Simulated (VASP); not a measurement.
# Ge3Pd (Pm-3m) in VASP: notebook

Runs on Ge3Pd. Level: PBE. Tasks: single point.

All numbers are computed with VASP 6.6.1; they aren't measurements. Logs are shortened: lines on timing, memory, paths and dates and some standing lists are left out, and cuts for length are marked.

**1. The cell of the first run**

The structure is cubic, space group Pm-3m (No. 221). Conventional cell: a = 4.169 Å, b = 4.169 Å, c = 4.169 Å, α = 90.00°, β = 90.00°, γ = 90.00°. Within 3.9 Å of Ge (site symmetry 4/mmm) lie 8 Ge at 2.95 Å and 4 Pd at 2.95 Å. Pd (site symmetry m-3m) has 12 Ge at 2.95 Å within 3.9 Å.

**2. Single point, PBE**

Input file INCAR:

```
PREC     = Accurate       # precision mode
ENCUT    = 500            # plane-wave cutoff, eV
EDIFF    = 1E-6           # SCF threshold, eV
ISMEAR   = 1              # smearing method
SIGMA    = 0.05           # smearing width, eV
LREAL    = False          # projectors in reciprocal space
LASPH    = True           # aspherical terms in the spheres
NELM     = 120            # most SCF steps
ALGO     = Normal         # electronic algorithm
ISIF     = 2              # what is computed and relaxed
LWAVE    = False          # write WAVECAR
LCHARG   = False          # write CHGCAR
GGA      = PE             # functional
NBANDS   = 34             # bands
GGA_COMPAT= False
```

Input file KPOINTS:

```
Automatic mesh
0
Gamma
  6 6 6
```

Input file POSCAR:

```
Ge3Pd
1.0
    4.1694544153      0.0000000000      0.0000000000
    0.0000000000      4.1694544153      0.0000000000
    0.0000000000      0.0000000000      4.1694544153
Ge Pd
3 1
Direct
    0.0000000000      0.5000000000      0.5000000000
    0.5000000000      0.0000000000      0.5000000000
    0.5000000000      0.5000000000      0.0000000000
    0.0000000000      0.0000000000      0.0000000000
```

Potentials or basis: VASP PAW PBE potentials, release 64 (Ge_d, Pd).

Launch:

```bash
$ cat potpaw_PBE.64/Ge_d/POTCAR potpaw_PBE.64/Pd/POTCAR > POTCAR
$ mpirun -np 1 vasp_std > vasp.out
```

OUTCAR:

```text
PREC = Accurate
   ENCUT = 500
   EDIFF = 1E-6
   ISMEAR = 1
   LREAL = False
   LASPH = True
   NELM = 120
   ISIF = 2
   GGA = PE

 ion  position               nearest neighbor table
   1  0.000  0.500  0.500-   4 2.95   4 2.95   4 2.95   4 2.95
   2  0.500  0.000  0.500-   4 2.95   4 2.95   4 2.95   4 2.95
   3  0.500  0.500  0.000-   4 2.95   4 2.95   4 2.95   4 2.95
   4  0.000  0.000  0.000-   1 2.95   2 2.95   3 2.95   1 2.95   2 2.95   1 2.95   3 2.95   1 2.95
                             2 2.95   3 2.95   2 2.95   3 2.95

  LATTYP: Found a simple cubic cell.
 ALAT       =     4.1694544153

  Lattice vectors:

 A1 = (   4.1694544153,   0.0000000000,   0.0000000000)
 A2 = (   0.0000000000,   4.1694544153,   0.0000000000)
 A3 = (   0.0000000000,   0.0000000000,   4.1694544153)

Analysis of symmetry for initial positions (statically):
=====================================================================
 Subroutine PRICEL returns:
 Original cell was already a primitive cell.

 Routine SETGRP: Setting up the symmetry group for a
 simple cubic supercell.

 Subroutine GETGRP returns: Found 48 space group operations
 (whereof 48 operations were pure point group operations)
 out of a pool of 48 trial point group operations.

The static configuration has the point symmetry O_h .

Analysis of symmetry for dynamics (positions and initial velocities):
=====================================================================
 Subroutine PRICEL returns:
 Original cell was already a primitive cell.

 Routine SETGRP: Setting up the symmetry group for a
 simple cubic supercell.

 Subroutine GETGRP returns: Found 48 space group operations
 (whereof 48 operations were pure point group operations)
 out of a pool of 48 trial point group operations.

The dynamic configuration has the point symmetry O_h .

 Subroutine INISYM returns: Found 48 space group operations
 (whereof 48 operations are pure point group operations),
 and found     1 'primitive' translations

----------------------------------------------------------------------------------------

                                     Primitive cell

  volume of cell :      72.4833

  direct lattice vectors                    reciprocal lattice vectors
     4.169454415  0.000000000  0.000000000     0.239839533  0.000000000  0.000000000
     0.000000000  4.169454415  0.000000000     0.000000000  0.239839533  0.000000000
     0.000000000  0.000000000  4.169454415     0.000000000  0.000000000  0.239839533

  length of vectors
     4.169454415  4.169454415  4.169454415     0.239839533  0.239839533  0.239839533

  position of ions in fractional coordinates (direct lattice)
     0.000000000  0.500000000  0.500000000
     0.500000000  0.000000000  0.500000000
     0.500000000  0.500000000  0.000000000
     0.000000000  0.000000000  0.000000000

  ion indices of the primitive-cell ions
   primitive index   ion index
                 1           1
                 2           2
                 3           3
                 4           4

----------------------------------------------------------------------------------------

 KPOINTS: Automatic mesh

Automatic generation of k-mesh.
 Grid dimensions read from file:
 generate k-points for:    6    6    6

 Generating k-lattice:

  Cartesian coordinates                     Fractional coordinates (reciprocal lattice)
     0.039973256  0.000000000  0.000000000     0.166666667  0.000000000  0.000000000
     0.000000000  0.039973256  0.000000000     0.000000000  0.166666667  0.000000000
     0.000000000  0.000000000  0.039973256     0.000000000  0.000000000  0.166666667

  Length of vectors
     0.039973256  0.039973256  0.039973256

  Shift w.r.t. Gamma in fractional coordinates (k-lattice)
     0.000000000  0.000000000  0.000000000

 Subroutine IBZKPT returns following result:
 ===========================================

 Found     20 irreducible k-points:

 Following reciprocal coordinates:
            Coordinates               Weight
  0.000000  0.000000  0.000000      1.000000
  0.166667  0.000000  0.000000      6.000000
  0.333333  0.000000  0.000000      6.000000
  0.500000  0.000000  0.000000      3.000000
  0.166667  0.166667  0.000000     12.000000
  0.333333  0.166667  0.000000     24.000000
[... 12 lines left out ...]
  0.500000  0.500000  0.333333      6.000000
  0.500000  0.500000  0.500000      1.000000
   k-points           NKPTS =     20   k-points in BZ     NKDIM =     20   number of bands    NBANDS=     34
   number of dos      NEDOS =    301   number of ions     NIONS =      4
   total plane-waves  NPLWV =  27000
   dimension x,y,z NGX =    30 NGY =   30 NGZ =   30
   dimension x,y,z NGXF=    60 NGYF=   60 NGZF=   60
   ions per type =               3   1
   NGX,Y,Z   is equivalent  to a cutoff of  11.96, 11.96, 11.96 a.u.
   NGXF,Y,Z  is equivalent  to a cutoff of  23.92, 23.92, 23.92 a.u.
 SYSTEM =  unknown system
   PREC   = accura    normal or accurate (medium, high low for compatibility)
   ISTART =      0    job   : 0-new  1-cont  2-samecut
   ICHARG =      2    charge: 1-file 2-atom 10-const
   ISPIN  =      1    spin polarized calculation?
   LNONCOLLINEAR =      F non collinear calculations
   LSORBIT =      F    spin-orbit coupling
   LASPH  =      T    aspherical Exc in radial PAW
   ENCUT  =  500.0 eV  36.75 Ry    6.06 a.u.   7.60  7.60  7.60*2*pi/ulx,y,z
   NELM   =    120;   NELMIN=  2; NELMDL= -5     # of ELM steps
   EDIFF  = 0.1E-05   stopping-criterion for ELM
   LREAL  =      F    real-space projection
   EDIFFG = 0.1E-04   stopping-criterion for IOM
   NSW    =      0    number of steps for IOM
   IBRION =     -1    ionic relax: 0-MD 1-quasi-New 2-CG
   NFREE  =      0    steps in history (QN), initial steepest desc. (CG)
   ISIF   =      2    stress and relaxation
   ISYM   =      2    0-nonsym 1-usesym 2-fastsym
   POTIM  = 0.5000    time-step for ionic-motion
   TEBEG  =    0.0;   TEEND  =   0.0 temperature during run
   PSTRESS=    0.0 pullay stress
   NELECT =      52.0000    total number of electrons
   NUPDOWN=      -1.0000    fix difference up-down
   EMIN   =  10.00;   EMAX   =-10.00  energy-range for DOS
   EFERMI =   0.00;   METHOD = LEGACY
   ISMEAR =     1;   SIGMA  =   0.05  broadening in eV -4-tet -1-fermi 0-gaus
   EFERMI_NEDOS =   21; number of points for ismear=-14 and -15
   IALGO  =     38    algorithm
   IMIX   =      4    mixing-type and parameters
     AMIX     =   0.40;   BMIX     =  1.00
     AMIX_MAG =   1.60;   BMIX_MAG =  1.00
  volume/ion in A,a.u.               =      18.12       122.29
  Fermi-wavevector in a.u.,A,eV,Ry     =   1.465537  2.769463 29.222566  2.147798
  Thomas-Fermi vector in A             =   2.581382
   LORBIT       =      0    0 simple, 1 ext, 2 COOP (PROOUT), +10 PAW based schemes
   GGA     = PE    functional components
   LHFCALC =     F    Hartree Fock is set to
   AEXX    =    0.0000 exact exchange contribution
   IVDW    =     0    specifies the selected vdW correction
   LEPSILON=     F    determine dielectric tensor
   LRPA    =     F    only Hartree local field effects (RPA)
 non-spin polarized calculation
 Methfessel and Paxton  Order N= 1 SIGMA  =   0.05
  energy-cutoff  :      500.00
  volume of cell :       72.48
 maximum number of plane-waves:      1856
   NGX = 15   NGY = 15   NGZ = 15

 number of electron      52.0000125 magnetization

 Free energy of the ion-electron system (eV)
  ---------------------------------------------------
  ext. energy  EPLUGINS =         0.00000000
  ---------------------------------------------------
  free energy    TOTEN  =       -18.44402976 eV

  energy without entropy =      -18.44255977  energy(sigma->0) =      -18.44353976

 E-fermi :   7.3173     XC(G=0): -11.6011

 val. band max:        7.3066625346   @ k =   0.5000   0.1667   0.0000
 cond. band min:       7.3308989219   @ k =   0.3333   0.1667   0.0000
 fundamental gap:      0.0242363873
 Fermi energy:         7.3173102326

 k-point     1 :       0.0000    0.0000    0.0000
  band No.  band energies     occupation
      1     -17.4496      2.00000
      2     -17.4496      2.00000
      3     -17.4496      2.00000
      4     -17.4411      2.00000
      5     -17.3842      2.00000
      6     -17.3842      2.00000
[... 26 lines left out ...]
     33      12.8439      0.00000
     34      16.2357      0.00000

 k-point     2 :       0.1667    0.0000    0.0000
  band No.  band energies     occupation
      1     -17.4482      2.00000
      2     -17.4395      2.00000
      3     -17.4395      2.00000
      4     -17.4344      2.00000
      5     -17.3833      2.00000
      6     -17.3784      2.00000
[... 26 lines left out ...]
     33      12.2636      0.00000
     34      16.2357      0.00000

 k-point     3 :       0.3333    0.0000    0.0000
  band No.  band energies     occupation
      1     -17.4454      2.00000
      2     -17.4179      2.00000
      3     -17.4118      2.00000
      4     -17.4118      2.00000
      5     -17.3811      2.00000
      6     -17.3638      2.00000
[... 26 lines left out ...]
     33      12.5695      0.00000
     34      16.2359      0.00000

 k-point     4 :       0.5000    0.0000    0.0000
  band No.  band energies     occupation
      1     -17.4439      2.00000
      2     -17.4059      2.00000
      3     -17.3789      2.00000
      4     -17.3781      2.00000
      5     -17.3781      2.00000
      6     -17.3686      2.00000
[... 26 lines left out ...]
     33      14.7381      0.00000
     34      15.4177      0.00000

 k-point     5 :       0.1667    0.1667    0.0000
  band No.  band energies     occupation
      1     -17.4409      2.00000
      2     -17.4356      2.00000
      3     -17.4349      2.00000
      4     -17.4253      2.00000
      5     -17.3803      2.00000
      6     -17.3745      2.00000
[... 473 lines left out ...]
 k-point    18 :       0.5000    0.3333    0.3333
  band No.  band energies     occupation
      1     -17.4154      2.00000
      2     -17.4054      2.00000
      3     -17.3997      2.00000
      4     -17.3986      2.00000
      5     -17.3949      2.00000
      6     -17.3840      2.00000
[... 26 lines left out ...]
     33      14.1323      0.00000
     34      17.7268      0.00000

 k-point    19 :       0.5000    0.5000    0.3333
  band No.  band energies     occupation
      1     -17.4095      2.00000
      2     -17.4095      2.00000
      3     -17.4089      2.00000
      4     -17.3959      2.00000
      5     -17.3959      2.00000
      6     -17.3914      2.00000
[... 26 lines left out ...]
     33      14.8237      0.00000
     34      18.7848      0.00000

 k-point    20 :       0.5000    0.5000    0.5000
  band No.  band energies     occupation
      1     -17.4129      2.00000
      2     -17.4129      2.00000
      3     -17.4129      2.00000
      4     -17.3983      2.00000
      5     -17.3983      2.00000
      6     -17.3983      2.00000
[... 26 lines left out ...]
     33      14.7248      0.00000
     34      20.2296      0.00000

------------------------ aborting loop because EDIFF is reached ----------------------------------------

  FORCE on cell =-STRESS in cart. coord.  units (eV):
  Direction    XX          YY          ZZ          XY          YZ          ZX
  --------------------------------------------------------------------------------------
  -------------------------------------------------------------------------------------
  Total       -0.5956515     -0.5956515     -0.5956515      0.0000000      0.0000000     -0.0000000
  in kB      -13.1663415    -13.1663415    -13.1663415      0.0000000      0.0000000     -0.0000000
  external PRESSURE =     -13.1663415 kB  Pullay stress =       0.0000000 kB

 VOLUME and BASIS-vectors are now :
 -----------------------------------------------------------------------------
  energy-cutoff  :      500.00
  volume of cell :       72.48
      direct lattice vectors                 reciprocal lattice vectors
     4.169454415  0.000000000  0.000000000     0.239839533  0.000000000  0.000000000
     0.000000000  4.169454415  0.000000000     0.000000000  0.239839533  0.000000000
     0.000000000  0.000000000  4.169454415     0.000000000  0.000000000  0.239839533

 POSITION                                       TOTAL-FORCE (eV/Angst)
 -----------------------------------------------------------------------------------
      0.00000      2.08473      2.08473         0.000000      0.000000      0.000000
      2.08473      0.00000      2.08473         0.000000      0.000000      0.000000
      2.08473      2.08473      0.00000         0.000000      0.000000      0.000000
      0.00000      0.00000      0.00000         0.000000      0.000000      0.000000
 -----------------------------------------------------------------------------------
    total drift:                                0.000000      0.000000     -0.000000

  FREE ENERGIE OF THE ION-ELECTRON SYSTEM (eV)
  ---------------------------------------------------
  free  energy   TOTEN  =       -18.4440297623 eV

  energy  without entropy=      -18.4425597685  energy(sigma->0) =      -18.44353976
```

Run time: 46 s. Hardware: 1 thread of Intel Xeon Platinum 8259CL at 2.50GHz (Skylake/Cascade Lake), shared host; peak memory 0.18 GiB.

What came out:

| Property | Result |
| --- | --- |
| Free energy | -18.4440 eV |
| Pressure | -1.3 GPa |
| Band gap on the k mesh | zero (bands 26 and 27 overlap by 1.67 eV) |

[end of part 1 of 2]

The gap in the log of VASP goes by the Fermi energy; the results here count the filled bands.